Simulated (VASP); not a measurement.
## Ga3As3CO: single point with PBE+D3(BJ)

System: Ga3As3CO, a slab with vacuum.

```
Ga As O C
1.0
     4.01370    0.00000    0.00000
     0.00000    5.67623    0.00000
     0.00000    0.00000   23.33527
Ga As O C
3 3 1 1
Direct
  0.50000 0.50000 0.17141
  0.00000 0.06538 0.26800
  0.50000 0.48946 0.32285
  0.00000 0.25000 0.17141
  0.50000 0.81022 0.25049
  0.00000 0.28876 0.35934
  0.33333 0.45542 0.48361
  0.33333 0.45542 0.53290
```

```yaml
Program: VASP 6.6.1
Task: single point
Functional: PBE
Dispersion: D3(BJ)
Potentials_or_basis: VASP PAW PBE potentials, release 64 (Ga_d, As_d, O, C)
Cutoff: 520 eV
k_mesh: 7 × 5 × 1
Occupations: gaussian, width 0.05 eV
Spin: no spin polarisation
```

| Quantity | Value |
| --- | --- |
| Largest force | 1.108 eV/Å |
| Band gap on the k mesh | 0.41 eV (least direct gap 0.75 eV) |
| Dispersion energy per atom | -0.160 eV |

Forces on the atoms (eV/Å):
```
Ga  -0.001 -0.325  1.039
Ga  -0.012  0.008  0.019
Ga   0.005 -0.013  0.001
As   0.002  0.324 -1.060
As   0.000  0.001 -0.010
As  -0.046 -0.036 -0.062
O    0.062  0.054  0.770
C   -0.009 -0.012 -0.697
```

Levels at points of the mesh, in eV from the valence-band top:
| k point | band 43 | band 44 | band 45 | band 46 | band 47 | band 48 | band 49 | band 50 | band 51 | band 52 |
| --- | --- | --- | --- | --- | --- | --- | --- | --- | --- | --- |
| (0.00, 0.00, 0.00) | -1.97 | -1.33 | -0.89 | -0.83 | 0.00 | 0.75 | 1.61 | 2.26 | 2.44 | 2.85 |

Run time: 18 min on 1 thread of Intel(R) Xeon(R) Platinum 8375C CPU @ 2.90GHz (Ice Lake), with other jobs on the host, peak memory 0.82 GiB.
